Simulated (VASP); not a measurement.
# Ga (Cmce) in VASP: a series of runs

Runs on Ga. Level: RPBE. Tasks: single point.

Everything below comes from runs of VASP 6.6.1. Logs are shortened: lines on timing, memory, paths and dates and some standing lists are left out, and cuts for length are marked.

### 1 The cell of the first run

Symmetry: Cmce, No. 64, orthorhombic system. Conventional cell: a = 4.495 Å, b = 7.520 Å, c = 4.409 Å, α = 90.00°, β = 90.00°, γ = 90.00°. Within 3.2 Å of Ga (site symmetry m) lie 7 Ga at 2.46 to 2.75 Å.

### 2 Single point, RPBE (volume scaled by 0.88)

File INCAR:

```
ALGO = Normal
EDIFF = 1E-6
ENCUT = 520
GGA = RP
ISIF = 2
ISMEAR = -1
LASPH = True
LCHARG = False
LREAL = False
LWAVE = False
NBANDS = 34
NELM = 80
PREC = Accurate
SIGMA = 0.1
```

File KPOINTS:

```
k-points
0
Gamma
  10 10 9
```

File POSCAR:

```
Ga
1.0
    2.2474298836     -3.7597791615      0.0000000000
    2.2474298836      3.7597791615      0.0000000000
    0.0000000000      0.0000000000      4.4092422019
Ga
4
Direct
    0.8438269408      0.1561730592      0.0823280072
    0.6561730592      0.3438269408      0.5823280072
    0.1561730592      0.8438269408      0.9176719928
    0.3438269408      0.6561730592      0.4176719928
```

Potentials or basis: VASP PAW PBE potentials, release 64 (Ga_d).

The run is started by

```sh
> cat potpaw_PBE.64/Ga_d/POTCAR > POTCAR
> mpirun -np 1 vasp_std > vasp.out
```

OUTCAR:

```text
EDIFF = 1E-6
   ENCUT = 520
   GGA = RP
   ISIF = 2
   ISMEAR = -1
   LASPH = True
   LREAL = False
   NELM = 80
   PREC = Accurate

 ion  position               nearest neighbor table
   1  0.844  0.156  0.082-   3 2.46   2 2.62   2 2.62   4 2.69   4 2.69   3 2.75   3 2.75
   2  0.656  0.344  0.582-   4 2.46   1 2.62   1 2.62   3 2.69   3 2.69   4 2.75   4 2.75
   3  0.156  0.844  0.918-   1 2.46   4 2.62   4 2.62   2 2.69   2 2.69   1 2.75   1 2.75
   4  0.344  0.656  0.418-   2 2.46   3 2.62   3 2.62   1 2.69   1 2.69   2 2.75   2 2.75

  LATTYP: Found a base centered orthorhombic cell.
 ALAT       =     4.4948597672
 B/A-ratio  =     1.6729238981
 C/A-ratio  =     0.9809521165

  Lattice vectors:

 A1 = (   2.2474298836,  -3.7597791615,   0.0000000000)
 A2 = (   2.2474298836,   3.7597791615,   0.0000000000)
 A3 = (   0.0000000000,   0.0000000000,   4.4092422019)

Analysis of symmetry for initial positions (statically):
=====================================================================
 Subroutine PRICEL returns:
 Original cell was already a primitive cell.

 Routine SETGRP: Setting up the symmetry group for a
 base centered orthorhombic supercell.

 Subroutine GETGRP returns: Found  8 space group operations
 (whereof  4 operations were pure point group operations)
 out of a pool of  8 trial point group operations.

The static configuration has the point symmetry C_2h.
 The point group associated with its full space group is D_2h.

Analysis of symmetry for dynamics (positions and initial velocities):
=====================================================================
 Subroutine PRICEL returns:
 Original cell was already a primitive cell.

 Routine SETGRP: Setting up the symmetry group for a
 base centered orthorhombic supercell.

 Subroutine GETGRP returns: Found  8 space group operations
 (whereof  4 operations were pure point group operations)
 out of a pool of  8 trial point group operations.

The dynamic configuration has the point symmetry C_2h.
 The point group associated with its full space group is D_2h.

 Subroutine INISYM returns: Found  8 space group operations
 (whereof  4 operations are pure point group operations),
 and found     1 'primitive' translations

----------------------------------------------------------------------------------------

                                     Primitive cell

  volume of cell :      74.5148

  direct lattice vectors                    reciprocal lattice vectors
     2.247429884 -3.759779162  0.000000000     0.222476351 -0.132986534  0.000000000
     2.247429884  3.759779162  0.000000000     0.222476351  0.132986534  0.000000000
     0.000000000  0.000000000  4.409242202     0.000000000  0.000000000  0.226796341

  length of vectors
     4.380283144  4.380283144  4.409242202     0.259193258  0.259193258  0.226796341

  position of ions in fractional coordinates (direct lattice)
     0.843826941  0.156173059  0.082328007
     0.656173059  0.343826941  0.582328007
     0.156173059  0.843826941  0.917671993
     0.343826941  0.656173059  0.417671993

  ion indices of the primitive-cell ions
   primitive index   ion index
                 1           1
                 2           2
                 3           3
                 4           4

----------------------------------------------------------------------------------------

 KPOINTS: k-points

Automatic generation of k-mesh.
 Grid dimensions read from file:
 generate k-points for:   10   10    9

 Generating k-lattice:

  Cartesian coordinates                     Fractional coordinates (reciprocal lattice)
     0.022247635 -0.013298653  0.000000000     0.100000000  0.000000000  0.000000000
     0.022247635  0.013298653  0.000000000     0.000000000  0.100000000  0.000000000
     0.000000000  0.000000000  0.025199593     0.000000000  0.000000000  0.111111111

  Length of vectors
     0.025919326  0.025919326  0.025199593

  Shift w.r.t. Gamma in fractional coordinates (k-lattice)
     0.000000000  0.000000000  0.000000000

 Subroutine IBZKPT returns following result:
 ===========================================

 Found    155 irreducible k-points:

 Following reciprocal coordinates:
            Coordinates               Weight
  0.000000  0.000000  0.000000      1.000000
  0.100000  0.000000  0.000000      4.000000
  0.200000  0.000000  0.000000      4.000000
  0.300000  0.000000  0.000000      4.000000
  0.400000  0.000000  0.000000      4.000000
  0.500000  0.000000  0.000000      2.000000
[... 16 lines left out ...]
  0.300000  0.300000  0.000000      2.000000
  0.400000  0.300000  0.000000      4.000000
 [... further k-points ...]
   k-points           NKPTS =    155   k-points in BZ     NKDIM =    155   number of bands    NBANDS=     34
   number of dos      NEDOS =    301   number of ions     NIONS =      4
   total plane-waves  NPLWV =  46656
   dimension x,y,z NGX =    36 NGY =   36 NGZ =   36
   dimension x,y,z NGXF=    72 NGYF=   72 NGZF=   72
   ions per type =               4
   NGX,Y,Z   is equivalent  to a cutoff of  13.66, 13.66, 13.57 a.u.
   NGXF,Y,Z  is equivalent  to a cutoff of  27.33, 27.33, 27.15 a.u.
 SYSTEM =  unknown system
   PREC   = accura    normal or accurate (medium, high low for compatibility)
   ISTART =      0    job   : 0-new  1-cont  2-samecut
   ICHARG =      2    charge: 1-file 2-atom 10-const
   ISPIN  =      1    spin polarized calculation?
   LNONCOLLINEAR =      F non collinear calculations
   LSORBIT =      F    spin-orbit coupling
   LASPH  =      T    aspherical Exc in radial PAW
   ENCUT  =  520.0 eV  38.22 Ry    6.18 a.u.   8.14  8.14  8.20*2*pi/ulx,y,z
   NELM   =     80;   NELMIN=  2; NELMDL= -5     # of ELM steps
   EDIFF  = 0.1E-05   stopping-criterion for ELM
   LREAL  =      F    real-space projection
   EDIFFG = 0.1E-04   stopping-criterion for IOM
   NSW    =      0    number of steps for IOM
   IBRION =     -1    ionic relax: 0-MD 1-quasi-New 2-CG
   NFREE  =      0    steps in history (QN), initial steepest desc. (CG)
   ISIF   =      2    stress and relaxation
   ISYM   =      2    0-nonsym 1-usesym 2-fastsym
   POTIM  = 0.5000    time-step for ionic-motion
   TEBEG  =    0.0;   TEEND  =   0.0 temperature during run
   PSTRESS=    0.0 pullay stress
   NELECT =      52.0000    total number of electrons
   NUPDOWN=      -1.0000    fix difference up-down
   EMIN   =  10.00;   EMAX   =-10.00  energy-range for DOS
   EFERMI =   0.00;   METHOD = LEGACY
   ISMEAR =    -1;   SIGMA  =   0.10  broadening in eV -4-tet -1-fermi 0-gaus
   EFERMI_NEDOS =   21; number of points for ismear=-14 and -15
   IALGO  =     38    algorithm
   IMIX   =      4    mixing-type and parameters
     AMIX     =   0.40;   BMIX     =  1.00
     AMIX_MAG =   1.60;   BMIX_MAG =  1.00
  volume/ion in A,a.u.               =      18.63       125.71
  Fermi-wavevector in a.u.,A,eV,Ry     =   1.452095  2.744062 28.688985  2.108581
  Thomas-Fermi vector in A             =   2.569517
   LORBIT       =      0    0 simple, 1 ext, 2 COOP (PROOUT), +10 PAW based schemes
   GGA     = RP    functional components
   LHFCALC =     F    Hartree Fock is set to
   AEXX    =    0.0000 exact exchange contribution
   IVDW    =     0    specifies the selected vdW correction
   LEPSILON=     F    determine dielectric tensor
   LRPA    =     F    only Hartree local field effects (RPA)
 non-spin polarized calculation
  energy-cutoff  :      520.00
  volume of cell :       74.51
 maximum number of plane-waves:      2026
 NGX is ok and might be reduce to    36
   NGX = 17   NGY = 17   NGZ = 17

 number of electron      51.9999998 magnetization

 Free energy of the ion-electron system (eV)
  ---------------------------------------------------
  ext. energy  EPLUGINS =         0.00000000
  ---------------------------------------------------
  free energy    TOTEN  =        -9.99573461 eV

  energy without entropy =       -9.96495564  energy(sigma->0) =       -9.98034513

 E-fermi :   5.5681     XC(G=0): -10.7587

 val. band max:        5.5648644285   @ k =  -0.2000   0.1000   0.2222
 cond. band min:       5.5744955694   @ k =   0.2000   0.2000   0.0000
 fundamental gap:      0.0096311409
 Fermi energy:         5.5680986215

 k-point     1 :       0.0000    0.0000    0.0000
  band No.  band energies     occupation
      1      -9.6429      2.00000
      2      -9.6425      2.00000
      3      -9.6090      2.00000
      4      -9.5836      2.00000
      5      -9.5476      2.00000
      6      -9.5361      2.00000
[... 26 lines left out ...]
     33      12.7942      0.00000
     34      13.3049      0.00000

 k-point     2 :       0.1000    0.0000    0.0000
  band No.  band energies     occupation
      1      -9.6455      2.00000
      2      -9.6377      2.00000
      3      -9.6108      2.00000
      4      -9.5885      2.00000
      5      -9.5435      2.00000
      6      -9.5306      2.00000
[... 26 lines left out ...]
     33      12.7998      0.00000
     34      13.4143      0.00000

 k-point     3 :       0.2000    0.0000    0.0000
  band No.  band energies     occupation
      1      -9.6475      2.00000
      2      -9.6241      2.00000
      3      -9.6184      2.00000
      4      -9.5994      2.00000
      5      -9.5425      2.00000
      6      -9.5090      2.00000
[... 26 lines left out ...]
     33      12.1518      0.00000
     34      13.1073      0.00000

 k-point     4 :       0.3000    0.0000    0.0000
  band No.  band energies     occupation
      1      -9.6440      2.00000
      2      -9.6257      2.00000
      3      -9.6147      2.00000
      4      -9.6006      2.00000
      5      -9.5480      2.00000
      6      -9.5293      2.00000
[... 26 lines left out ...]
     33      11.7692      0.00000
     34      13.0936      0.00000

 k-point     5 :       0.4000    0.0000    0.0000
  band No.  band energies     occupation
      1      -9.6408      2.00000
      2      -9.6249      2.00000
      3      -9.6173      2.00000
      4      -9.5847      2.00000
      5      -9.5597      2.00000
      6      -9.5554      2.00000
[... 621 lines left out ...]
 k-point    22 :      -0.2000    0.2000    0.0000
  band No.  band energies     occupation
      1      -9.6568      2.00000
      2      -9.6389      2.00000
      3      -9.6067      2.00000
      4      -9.5883      2.00000
      5      -9.5578      2.00000
      6      -9.5487      2.00000
[... 26 lines left out ...]
     33      11.2535      0.00000
     34      11.8894      0.00000

 k-point    23 :       0.3000    0.3000    0.0000
  band No.  band energies     occupation
      1      -9.6919      2.00000
      2      -9.6402      2.00000
      3      -9.6250      2.00000
      4      -9.5765      2.00000
      5      -9.5738      2.00000
      6      -9.4838      2.00000
[... 26 lines left out ...]
     33      15.0679      0.00000
     34      15.0713      0.00000

 k-point    24 :       0.4000    0.3000    0.0000
  band No.  band energies     occupation
      1      -9.6973      2.00000
      2      -9.6538      2.00000
      3      -9.6268      2.00000
      4      -9.5704      2.00000
      5      -9.5478      2.00000
      6      -9.5213      2.00000
[... 26 lines left out ...]
     33      15.0177      0.00000
     34      15.1723      0.00000

 [... further k-points ...]
[... 5 lines left out ...]
  --------------------------------------------------------------------------------------
  -------------------------------------------------------------------------------------
  Total        3.2679827      3.8079531      3.8075530      0.0000000      0.0000000      0.0000000
  in kB       70.2664302     81.8765882     81.8679854      0.0000000      0.0000000      0.0000000
  external PRESSURE =      78.0036679 kB  Pullay stress =       0.0000000 kB

 VOLUME and BASIS-vectors are now :
 -----------------------------------------------------------------------------
  energy-cutoff  :      520.00
  volume of cell :       74.51
      direct lattice vectors                 reciprocal lattice vectors
     2.247429884 -3.759779162  0.000000000     0.222476351 -0.132986534  0.000000000
     2.247429884  3.759779162  0.000000000     0.222476351  0.132986534  0.000000000
     0.000000000  0.000000000  4.409242202     0.000000000  0.000000000  0.226796341

 POSITION                                       TOTAL-FORCE (eV/Angst)
 -----------------------------------------------------------------------------------
      2.24743     -2.58543      0.36300         0.000000     -0.067312      0.017844
      2.24743     -1.17435      2.56763         0.000000      0.067312      0.017844
      2.24743      2.58543      4.04624         0.000000      0.067312     -0.017844
      2.24743      1.17435      1.84162         0.000000     -0.067312     -0.017844
 -----------------------------------------------------------------------------------
    total drift:                                0.000000     -0.000000      0.000000

  FREE ENERGIE OF THE ION-ELECTRON SYSTEM (eV)
  ---------------------------------------------------
  free  energy   TOTEN  =        -9.9957346107 eV

  energy  without entropy=       -9.9649556442  energy(sigma->0) =       -9.98034513
```

Wall time 9.9 min (1 thread of Oxide Virtual Turin-like, shared host); peak memory 0.36 GiB.

What came out:

* Free energy: -9.9957 eV
* Pressure: 7.8 GPa
* Largest force: 0.070 eV/Å
* Band gap on the k mesh: zero (band 26 reaches 5.89 eV, above the bottom of band 27 at 4.66 eV)

Forces in eV/Å, atoms in the order of the input:
```
Ga   0.000 -0.067  0.018
Ga   0.000  0.067  0.018
Ga   0.000  0.067 -0.018
Ga   0.000 -0.067 -0.018
```

Stress tensor (GPa, compression positive):
```
7.03 0.00 0.00
0.00 8.19 0.00
0.00 0.00 8.19
```

Levels at points of the mesh, in eV from the Fermi level:
| k point | band 24 | band 25 | band 26 | band 27 | band 28 | band 29 |
| --- | --- | --- | --- | --- | --- | --- |
| (0.00, 0.00, 0.00) | -1.89 | -1.79 | -0.72 | 0.86 | 1.03 | 1.13 |
| (0.50, 0.00, 0.00) | -3.38 | -1.31 | -1.31 | 0.92 | 0.92 | 4.44 |
| (0.50, 0.50, 0.00) | -3.53 | -1.48 | -1.44 | 1.16 | 1.42 | 3.54 |

Caveat: the PAW data sets were made with another functional, which shifts forces and pressure a little.

### 3 Single point, RPBE (volume scaled by 0.92)

File INCAR:

```
SYSTEM = Ga
ALGO = Normal
EDIFF = 1E-6
ENCUT = 520
GGA = RP
ISIF = 2
ISMEAR = -1
LASPH = .TRUE.
LCHARG = .FALSE.
LREAL = .FALSE.
LWAVE = .FALSE.
NBANDS = 34
NELM = 60
PREC = Accurate
SIGMA = 0.1
```

File KPOINTS:

```
k-points
0
G
  10 10 9
  0 0 0
```

File POSCAR:

```
Ga
1.0
    2.2809785593     -3.8159035428      0.0000000000
    2.2809785593      3.8159035428      0.0000000000
    0.0000000000      0.0000000000      4.4750614907
Ga
4
Direct
    0.8438269408      0.1561730592      0.0823280072
    0.6561730592      0.3438269408      0.5823280072
    0.1561730592      0.8438269408      0.9176719928
    0.3438269408      0.6561730592      0.4176719928
```

Potentials or basis: VASP PAW PBE potentials, release 64 (Ga_d).

The run is started by

```sh
> cat potpaw_PBE.64/Ga_d/POTCAR > POTCAR
> mpirun -np 1 vasp_std > vasp.out
```

Wall time 11 min (1 thread of Oxide Virtual Turin-like, shared host); peak memory 0.37 GiB.

The run converged. Its results:

```yaml
Free_energy: -10.1254 eV
Pressure: 4.6 GPa
Largest_force: 0.038 eV/Å
Band_gap_on_the_k_mesh: zero (band 26 reaches 5.45 eV, above the bottom of band 27 at 4.34 eV)
```

Forces in eV/Å, atoms in the order of the input:
```
Ga   0.000 -0.037  0.010
Ga   0.000  0.037  0.010
Ga   0.000  0.037 -0.010
Ga   0.000 -0.037 -0.010
```

Stress tensor (GPa, compression positive):
```
4.06 0.00 0.00
0.00 4.74 0.00
0.00 0.00 4.89
```

Levels at points of the mesh, in eV from the Fermi level:
```
           k point  band 23  band 24  band 25  band 26  band 27  band 28  band 29  band 30
(0.00, 0.00, 0.00)    -3.55    -1.90    -1.79    -0.67     0.87     1.03     1.05     5.09
(0.50, 0.00, 0.00)    -3.36    -3.36    -1.24    -1.24     0.89     0.89     4.24     4.24
(0.50, 0.50, 0.00)    -4.23    -3.35    -1.49    -1.40     1.16     1.42     3.33     3.89
```

Caveat: the PAW data sets were made with another functional, which shifts forces and pressure a little.
